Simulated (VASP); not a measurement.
# ZnO (P6_3mc) in VASP: notebook, part 2 of 2

VASP 6.6.1.

### Step 3. Single point, PBEsol

This run uses another cell than the first one, of 11.78 Å³/atom, 0.990 times its volume.

INCAR

```
ALGO     = Normal         # electronic algorithm
EDIFF    = 1E-7           # SCF threshold, eV
ENCUT    = 520            # plane-wave cutoff, eV
GGA      = PS             # functional
ISIF     = 2              # what is computed and relaxed
ISMEAR   = 0              # smearing method
LASPH    = T              # aspherical terms in the spheres
LCHARG   = T              # write CHGCAR
LELF     = T              # ELF
LREAL    = F              # projectors in reciprocal space
LVHAR    = T            
LWAVE    = F              # write WAVECAR
NBANDS   = 26             # bands
NELM     = 80             # most SCF steps
PREC     = Accurate       # precision mode
SIGMA    = 0.02           # smearing width, eV
```

KPOINTS

```
k-points
0
Gamma
  12 12 6
```

POSCAR

```
ZnO
1.0
    3.2300235096      0.0000000000      0.0000000000
   -1.6150117548      2.7972824142      0.0000000000
    0.0000000000      0.0000000000      5.2142972856
Zn O
2 2
Direct
    0.3333333333      0.6666666667      0.0015843127
    0.6666666667      0.3333333333      0.5015843127
    0.3333333333      0.6666666667      0.3805156873
    0.6666666667      0.3333333333      0.8805156873
```

Potentials or basis: VASP PAW PBE potentials, release 64 (Zn, O).

On the command line:

```sh
$ cat potpaw_PBE.64/Zn/POTCAR potpaw_PBE.64/O/POTCAR > POTCAR
$ mpirun -np 1 vasp_std > vasp.out
```

Wall time 72 s (1 thread of AMD EPYC 7R13 (Zen 3), shared host); peak memory 0.17 GiB.

It converged, with:

- Free energy: -19.4106 eV
- Pressure: 1.0 GPa
- Band gap on the k mesh: 0.69 eV, direct

Levels at points of the mesh, in eV from the valence-band top:
```csv
k point,band 16,band 17,band 18,band 19,band 20,band 21
"(0.00, 0.00, 0.00)",-0.09,0.00,0.00,0.69,5.16,8.10
"(0.50, 0.00, 0.00)",-2.32,-1.33,-0.86,5.73,6.72,7.43
"(0.00, 0.00, 0.50)",-0.40,-0.40,-0.40,3.38,3.38,9.96
"(0.50, 0.00, 0.50)",-1.54,-1.41,-1.41,5.58,5.58,8.40
```

Caveat: the PAW data sets were made with another functional, which shifts forces and pressure a little.

### Step 4. Single point, PBEsol

This run uses another cell than the first one, of 11.78 Å³/atom, 0.990 times its volume.

INCAR, as its differences from that of step 3:

```diff
@@ -1,5 +1,6 @@
 ALGO     = Normal         # electronic algorithm
-EDIFF    = 1E-7           # SCF threshold, eV
-ENCUT    = 520            # plane-wave cutoff, eV
+EDIFF    = 1E-6           # SCF threshold, eV
+ENCUT    = 910            # plane-wave cutoff, eV
 GGA      = PS             # functional
+GGA_COMPAT= F            
 ISIF     = 2              # what is computed and relaxed
@@ -13,3 +14,3 @@
 NBANDS   = 26             # bands
-NELM     = 80             # most SCF steps
+NELM     = 120            # most SCF steps
 PREC     = Accurate       # precision mode
```

KPOINTS is that of step 3.

POSCAR

```
ZnO
1.0
    3.2300235076      0.0000000000      0.0000000000
   -1.6150117538      2.7972824125      0.0000000000
    0.0000000000      0.0000000000      5.2142972846
Zn O
2 2
Direct
    0.3333333333      0.6666666667      0.0015843128
    0.6666666667      0.3333333333      0.5015843128
    0.3333333333      0.6666666667      0.3805156872
    0.6666666667      0.3333333333      0.8805156872
```

Potentials or basis: VASP PAW PBE potentials, release 64 (Zn, O_h).

On the command line:

```sh
$ cat potpaw_PBE.64/Zn/POTCAR potpaw_PBE.64/O_h/POTCAR > POTCAR
$ mpirun -np 1 vasp_std > vasp.out
```

Run time: 72 s. Hardware: 1 thread of Intel Xeon 6975P-C (Granite Rapids), shared host; peak memory 0.34 GiB.

The run converged. Its results:

| Item | Value |
| --- | --- |
| Free energy | -19.4226 eV |
| Pressure | 0.6 GPa |
| Band gap on the k mesh | 0.69 eV, direct |

Levels at points of the mesh, in eV from the valence-band top:
| k point | band 16 | band 17 | band 18 | band 19 | band 20 | band 21 |
| --- | --- | --- | --- | --- | --- | --- |
| (0.00, 0.00, 0.00) | -0.09 | 0.00 | 0.00 | 0.69 | 5.16 | 8.10 |
| (0.50, 0.00, 0.00) | -2.32 | -1.33 | -0.86 | 5.73 | 6.72 | 7.43 |
| (0.00, 0.00, 0.50) | -0.40 | -0.40 | -0.40 | 3.38 | 3.38 | 9.96 |
| (0.50, 0.00, 0.50) | -1.54 | -1.41 | -1.41 | 5.58 | 5.58 | 8.40 |

Caveat: the cutoff is under 1.25 times the usual one of these potentials, so pressure, stress and relaxed cells hold a basis-set (Pulay) error; the PAW data sets were made with another functional, which shifts forces and pressure a little.

### Step 5. Single point, PBEsol (strained)

INCAR

```
ALGO     = Normal         # electronic algorithm
EDIFF    = 1E-6           # SCF threshold, eV
ENCUT    = 520            # plane-wave cutoff, eV
GGA      = PS             # functional
ISIF     = 2              # what is computed and relaxed
ISMEAR   = 0              # smearing method
LASPH    = True           # aspherical terms in the spheres
LCHARG   = False          # write CHGCAR
LREAL    = False          # projectors in reciprocal space
LWAVE    = False          # write WAVECAR
NBANDS   = 26             # bands
NELM     = 60             # most SCF steps
PREC     = Accurate       # precision mode
SIGMA    = 0.02           # smearing width, eV
```

KPOINTS

```
k-points
0
Gamma
  9 9 6
```

POSCAR

```
ZnO
1.0
    3.0974243456      0.0000000000      0.0000000000
   -1.5487121727      2.6824481696      0.0000000000
    0.0000000000      0.0000000000      5.2726462740
Zn O
2 2
Direct
    0.3333333333      0.6666666667      0.0192167262
    0.6666666667      0.3333333333      0.5192167262
    0.3333333333      0.6666666667      0.3628832738
    0.6666666667      0.3333333333      0.8628832738
```

Potentials or basis: VASP PAW PBE potentials, release 64 (Zn, O).

On the command line:

```sh
$ cat potpaw_PBE.64/Zn/POTCAR potpaw_PBE.64/O/POTCAR > POTCAR
$ mpirun -np 1 vasp_std > vasp.out
```

Wall time 1.9 min (1 thread of AMD EPYC 7R13, shared host); peak memory 0.15 GiB.

It converged, with:

```
Free energy            : -19.0973 eV
Pressure               : 13.9 GPa
Largest force          : 1.493 eV/Å
Band gap on the k mesh : 0.86 eV, direct
```

Forces in eV/Å, atoms in the order of the input:
```
Zn   0.000  0.000 -1.493
Zn   0.000  0.000 -1.493
O    0.000  0.000  1.493
O    0.000  0.000  1.493
```

Stress tensor (GPa, compression positive):
```
 8.75  0.00  0.00
 0.00  8.75  0.00
 0.00  0.00 24.05
```

Levels at points of the mesh, in eV from the valence-band top:
| k point | band 15 | band 16 | band 17 | band 18 | band 19 | band 20 | band 21 | band 22 |
| --- | --- | --- | --- | --- | --- | --- | --- | --- |
| (0.00, 0.00, 0.00) | -1.12 | -0.18 | 0.00 | 0.00 | 0.86 | 5.82 | 8.06 | 13.65 |
| (0.00, 0.00, 0.50) | -0.55 | -0.55 | -0.55 | -0.55 | 3.53 | 3.53 | 10.28 | 10.28 |

Caveat: the cell differs from its parent crystal (strained); the PAW data sets were made with another functional, which shifts forces and pressure a little.

### Step 6. Summary

| task | potentials or basis | cell | k mesh | cutoff (eV) | second run | gap on the mesh (eV) | pressure (GPa) |
| --- | --- | --- | --- | --- | --- | --- | --- |
| relaxation of cell and atoms | VASP PAW PBE potentials, release 64 (Zn, O) | relaxed from a = 3.249, b = 3.249, c = 5.204 Å, angles 90.0, 90.0, 120.0°, 4 atoms | 12 × 12 × 6 | 600 | - | 0.68 | 0.0 |
| single point | VASP PAW PBE potentials, release 64 (Zn, O) | a = 3.230, b = 3.230, c = 5.214 Å, angles 90.0, 90.0, 120.0°, 4 atoms | 12 × 12 × 6 | 520 | - | 0.69 | 1.0 |
| single point | VASP PAW PBE potentials, release 64 (Zn, O_h) | a = 3.230, b = 3.230, c = 5.214 Å, angles 90.0, 90.0, 120.0°, 4 atoms | 12 × 12 × 6 | 910 | hard_potentials | 0.69 | 0.6 |
| single point | VASP PAW PBE potentials, release 64 (Zn, O) | a = 3.097, b = 3.097, c = 5.273 Å, angles 90.0, 90.0, 120.0°, 4 atoms | 9 × 9 × 6 | 520 | - | 0.86 | 13.9 |

Alike in all rows: level PBEsol; no spin polarisation; smearing gaussian 0.02 eV.

Caveats: the PAW data sets were made with another functional, which shifts forces and pressure a little; the cutoff is under 1.25 times the usual one of these potentials, so pressure, stress and relaxed cells hold a basis-set (Pulay) error (some runs).

Total energies depend on the potentials used, so only differences within one code and one set of settings carry meaning.

### Step 7. How close it comes

Step 3. Against the measured gap of ZnO, 3.37 eV (quoted in “Electronic structure of alkaline earth and post-transition metal oxides”, 2009, arxiv:0908.1581), the calculated 0.69 eV is off by -2.68 eV. So large a miss can be the level of theory's own, or it may mean another phase, state or a wrong row. The value is that of PBEsol, without temperature or zero-point motion. Semilocal functionals fall short of measured gaps as a rule.

Step 4. Measured gap of ZnO: 3.37 eV (quoted in “Electronic structure of alkaline earth and post-transition metal oxides”, 2009, arxiv:0908.1581). This calculation gives 0.69 eV (-2.68 eV). So large a miss can be the level of theory's own, or it may mean another phase, state or a wrong row. The value is that of PBEsol, without temperature or zero-point motion. Semilocal functionals fall short of measured gaps as a rule.
